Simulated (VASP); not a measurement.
Wanted: the native input for a VASP 6.6.1 run.

- Task: single point
- Functional: PBE0
- Potentials or basis: VASP PAW PBE potentials, release 64 (Al, N, Si)
- Cutoff: 520 eV
- k mesh: 2 × 2 × 2, shifted
- Occupations: fermi-dirac, width 0.05 eV
- Spin: collinear spin
- Starting moments: [0.0, 0.2, 0.0, 0.2, 0.0, 0.2, 0.0, 0.2, 0.0, 0.0, 0.0, 0.0, 0.0, 0.0, 0.0, 0.2] μB
- Dipole correction: no
- Grid for exact exchange (PRECFOCK): Fast
- Further INCAR settings: LREAL = Auto; ALGO = Normal; EDIFF = 1e-06; NBANDS = 50; ISYM = -1
- Share of exact exchange: 0.25

The system is Al8SiN7 (a cell with a defect).

```xyz
16
Lattice="0.0000 4.3777 4.3777 4.3777 0.0000 4.3777 4.3777 4.3777 0.0000" Properties=species:S:1:pos:R:3 pbc="T T T"
Al    4.3652    4.5560    0.1941
Al    4.2469    4.3132    4.3671
Al    2.3457    2.2766    0.2339
Al    2.1469    2.4263    4.5084
Al    2.3016    0.0604    2.2425
Al    2.2447    4.3139    2.2127
Al    0.1947    2.0465    2.1812
Al    4.3240    6.6018    6.4371
N     1.0358    1.1167    1.2105
N     3.2209    3.4397    1.2013
N     3.2983    3.2802    5.5976
N     3.3573    1.1141    3.1712
N     3.3148    5.4393    3.1776
N     1.1294    3.3245    3.1952
N     5.4084    3.4105    3.2273
Si    5.3573    5.4121    5.3949
```

One way to write it, as run:

POSCAR

```
Al8SiN7
1.0
    0.0000000000      4.3777220000      4.3777220000
    4.3777220000      0.0000000000      4.3777220000
    4.3777220000      4.3777220000      0.0000000000
Al N Si
8 7 1
Direct
    0.0439720000      0.0003730000      0.9967620000
    0.5063590000      0.4912140000      0.4788930000
    0.0188170000      0.0346130000      0.5012210000
    0.5468420000      0.4830090000      0.0074040000
    0.0001450000      0.5121020000      0.0136470000
    0.4890600000      0.0163910000      0.4963620000
    0.4606280000      0.0376300000      0.0068440000
    0.9953690000      0.4750560000      0.5126690000
    0.1475000000      0.1290070000      0.1075980000
    0.1621870000      0.1122170000      0.6235310000
    0.6372610000      0.6413970000      0.1120350000
    0.1059870000      0.6184010000      0.1485030000
    0.6055760000      0.1202740000      0.6369280000
    0.6156600000      0.1142200000      0.1437610000
    0.1404110000      0.5967950000      0.6386480000
    0.6224390000      0.6099070000      0.6138540000
```

INCAR.step1

```
SYSTEM = Al8SiN7
PREC = Accurate
ENCUT = 520
EDIFF = 1E-5
ISMEAR = -1
SIGMA = 0.05
LREAL = Auto
LASPH = .TRUE.
NELM = 200
ALGO = Normal
ISIF = 2
LWAVE = .TRUE.
ISPIN = 2
MAGMOM = 0 0.2 0 0.2 0 0.2 0 0.2 0 0 0 0 0 0 0 0.2
LORBIT = 11
NBANDS = 50
GGA = PE
GGA_COMPAT = .FALSE.
ISYM = -1
KPAR = 1
```

INCAR.step2

```
SYSTEM = Al8SiN7
PREC = Accurate
ENCUT = 520
EDIFF = 1E-6
ISMEAR = -1
SIGMA = 0.05
LREAL = Auto
LASPH = .TRUE.
NELM = 200
ALGO = Normal
ISIF = 2
LWAVE = .FALSE.
LCHARG = .TRUE.
ISPIN = 2
MAGMOM = 0 0.2 0 0.2 0 0.2 0 0.2 0 0 0 0 0 0 0 0.2
LORBIT = 11
GGA = PE
LHFCALC = .TRUE.
AEXX = 0.25
PRECFOCK = Fast
LELF = .TRUE.
LVHAR = .TRUE.
NBANDS = 50
ISTART = 1
GGA_COMPAT = .FALSE.
ISYM = -1
KPAR = 1
```

KPOINTS

```
explicit points
8
Reciprocal
  0.25000000   0.25000000   0.25000000 1
  0.25000000   0.25000000   0.75000000 1
  0.25000000   0.75000000   0.25000000 1
  0.25000000   0.75000000   0.75000000 1
  0.75000000   0.25000000   0.25000000 1
  0.75000000   0.25000000   0.75000000 1
  0.75000000   0.75000000   0.25000000 1
  0.75000000   0.75000000   0.75000000 1
```

Potentials or basis: VASP PAW PBE potentials, release 64 (Al, N, Si).

Launch:

```console
$ cat potpaw_PBE.64/Al/POTCAR potpaw_PBE.64/N/POTCAR potpaw_PBE.64/Si/POTCAR > POTCAR
$ cp INCAR.step1 INCAR
$ mpirun -np 4 vasp_std > vasp.out
$ cp INCAR.step2 INCAR
$ mpirun -np 4 vasp_std > vasp.out
```

Results of the run:

```yaml
Pressure: 35.3 GPa
Largest_force: 11.366 eV/Å
Net_moment: 0.50 μB per cell
Site_moments: Al -0.00, +0.01, +0.00, +0.02 (each value once); N -0.00, +0.05, +0.02, +0.06, +0.03 (each value once); Si +0.14 μB
Valence_electrons_inside_the_program's_atomic_spheres: Al 0.86, 1.10, 0.83, 1.00, 0.93, 1.12, 1.07 (each value once); N 4.02, 4.03, 3.89, 3.83, 3.84, 3.78 (each value once); Si 2.45
```

Caveat: the PAW data sets were made with another functional, which shifts forces and pressure a little.

It took 25 min on 4 MPI ranks on Intel(R) Xeon(R) Platinum 8259CL CPU @ 2.50GHz (Skylake/Cascade Lake), on a shared host, peak memory 0.26 GiB a rank.
